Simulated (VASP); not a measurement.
Runs of VASP 6.6.1 on EuS. The structure is cubic, space group Fm-3m (No. 225). The conventional cell has a = 5.957 Å, b = 5.957 Å, c = 5.957 Å, α = 90.00°, β = 90.00°, γ = 90.00°. Eu (site symmetry m-3m) has 6 S at 2.98 Å within 3.9 Å. Within 3.9 Å of S (site symmetry m-3m) lie 6 Eu at 2.98 Å. 

```csv
level,U,gap on the mesh (eV),pressure (GPa),moment (μB)
PBEsol+U,Eu f U = 1.5 eV,none,(c),6.87
PBEsol+U,Eu f U = 3.0 eV,none,-4.2,(b)
PBEsol,-,none,(a),6.82
PBEsol+U,Eu f U = 4.5 eV,none,-3.3,6.95
PBEsol+U,Eu f U = 6.0 eV,-,-2.4,6.97
```

Alike in all rows: task single point; potentials or basis VASP PAW PBE potentials, release 64 (Eu, S); spin collinear, ferromagnetic start; cell as given; k mesh 7 × 7 × 7; cutoff (eV) 600; smearing fermi-dirac 0.3 eV.

**Question.** Fill in the values left out.

**Answer.** (a) -6.3; (b) 6.92; (c) -5.2.

Caveats: so wide a smearing shifts energies and pressures; the PAW data sets were made with another functional, which shifts forces and pressure a little; spin-orbit coupling is left out, which moves the levels of the heavy elements; a cell with one magnetic atom can't hold antiferromagnetic order, which such compounds often take; the cell stands under tension (at least some runs); semilocal functionals describe open f shells poorly, which spoils levels, moments and volumes (at least some runs).

A k mesh can miss the band edges, and the runs leave out spin-orbit coupling on Eu.

A gap of «none» marks levels without a gap at the run's occupations.
